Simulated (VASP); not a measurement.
A run of VASP 6.6.1 is set up as follows.

File INCAR:

```
SYSTEM = GaGe
PREC = Accurate ; ENCUT = 520
EDIFF = 1E-6 ; ISMEAR = -1
SIGMA = 0.05 ; LREAL = .False.
LASPH = .True. ; NELM = 60
ALGO = Normal ; ISIF = 2
LWAVE = .False. ; LCHARG = .False.
NBANDS = 20
```

File KPOINTS:

```
Automatic mesh
0
Gamma
  8 8 8
  0 0 0
```

File POSCAR:

```
GaGe
1.0
    0.0000000000      2.8386877276      2.8386877276
    2.8386877276      0.0000000000      2.8386877276
    2.8386877276      2.8386877276      0.0000000000
Ge Ga
1 1
Direct
    0.0000000000      0.0000000000      0.0000000000
    0.2500000000      0.2500000000      0.2500000000
```

Potentials or basis: VASP PAW LDA potentials, release 64 (Ge_d, Ga_d).

Run with:

```console
$ cat potpaw_LDA.64/Ge_d/POTCAR potpaw_LDA.64/Ga_d/POTCAR > POTCAR
$ mpirun -np 1 vasp_std > vasp.out
```

(1) Estimate the pressure.

## Answers

(1) -1.0 GPa.
